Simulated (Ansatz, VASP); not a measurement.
# TiS2 in VASP and in Ansatz

Contents of INCAR:

```
SYSTEM = TiS2
ALGO = Normal ; EDIFF = 1E-7
EDIFFG = -0.001 ; ENCUT = 500
GGA = PE ; GGA_COMPAT = .FALSE.
IBRION = 2 ; ISIF = 3
ISMEAR = -1 ; IVDW = 12
LASPH = .TRUE. ; LCHARG = .FALSE.
LREAL = .FALSE. ; LWAVE = .FALSE.
NELM = 120 ; NELMIN = 4
NSW = 80 ; PREC = Accurate
SIGMA = 0.15
```

The input KPOINTS:

```
k-points
0
G
  12 12 2
  0 0 0
```

POSCAR

```
TiS2
1.0
    3.3590626248      0.0000000000      0.0000000000
   -1.6795313124      2.9090335660      0.0000000000
    0.0000000000      0.0000000000     16.5442886522
Ti S
3 6
Direct
    0.3333333333      0.6666666667      0.5000000000
    0.3333333333      0.6666666667      0.8333650376
    0.3333333333      0.6666666667      0.1666349624
    0.6666666667      0.3333333333      0.5863675549
    0.6666666667      0.3333333333      0.9197282666
    0.6666666667      0.3333333333      0.2530027613
    0.0000000000      0.0000000000      0.7469972387
    0.0000000000      0.0000000000      0.0802717334
    0.0000000000      0.0000000000      0.4136324451
```

Input for Ansatz:

```yaml
crystal:
  lattice:
    - [3.3590626505, 0.0, 0.0]
    - [-1.6795313253, 2.9090335882, 0.0]
    - [0.0, 0.0, 16.5442933401]
  atoms:
    - { symbol: Ti, position: [0.3333333333, 0.6666666667, 0.5] }
    - { symbol: Ti, position: [0.3333333333, 0.6666666667, 0.8333650143] }
    - { symbol: Ti, position: [0.3333333333, 0.6666666667, 0.1666349857] }
    - { symbol: S, position: [0.6666666667, 0.3333333333, 0.5863675296] }
    - { symbol: S, position: [0.6666666667, 0.3333333333, 0.9197282244] }
    - { symbol: S, position: [0.6666666667, 0.3333333333, 0.2530027554] }
    - { symbol: S, position: [0.0, 0.0, 0.7469972447] }
    - { symbol: S, position: [0.0, 0.0, 0.0802717757] }
    - { symbol: S, position: [0.0, 0.0, 0.4136324704] }
basis:
  ecutwfc: 420
kpoints:
  mp_grid: { grid: [12, 12, 2] }
hamiltonian:
  xc: pbe
  dispersion: d3bj
scf:
  occupations: { method: fermi_dirac, width: 0.15 }
output:
  forces: true
  stress: true
  eigenvalues: true
  write_density: true
  write_potential: true
  elf: true
  volumetric_format: npy
relax:
  adjacent_minimum: "off"
  f_tol: 0.001
  max_steps: 60
  cell: { stress_tol: 0.01 }
```

Alike in both runs: task relaxation of cell and atoms; functional PBE; dispersion D3(BJ); k mesh 12 × 12 × 2; occupations fermi-dirac, width 0.15 eV; no spin polarisation.

|  | VASP | Ansatz |
| --- | --- | --- |
| version | VASP 6.6.1 | Ansatz 0.2.0 |
| potentials or method | VASP PAW PBE potentials, release 64 (Ti_sv, S), cutoff 500 eV | scalar-relativistic, plane waves, PAW |
| valence electrons in the cell | 72 | 72 |

```tsv
	VASP	Ansatz	Ansatz less VASP
gap on the k mesh at the Fermi level, each at its own relaxed structure (eV)	none	none	-
relaxed volume (Å³/atom)	17.93	17.96	+0.028
relaxed cell length with the largest relative difference (Å)	3.355	3.357	+0.0022
```

A gap of «none» marks a metal or a gap that the smearing closes.
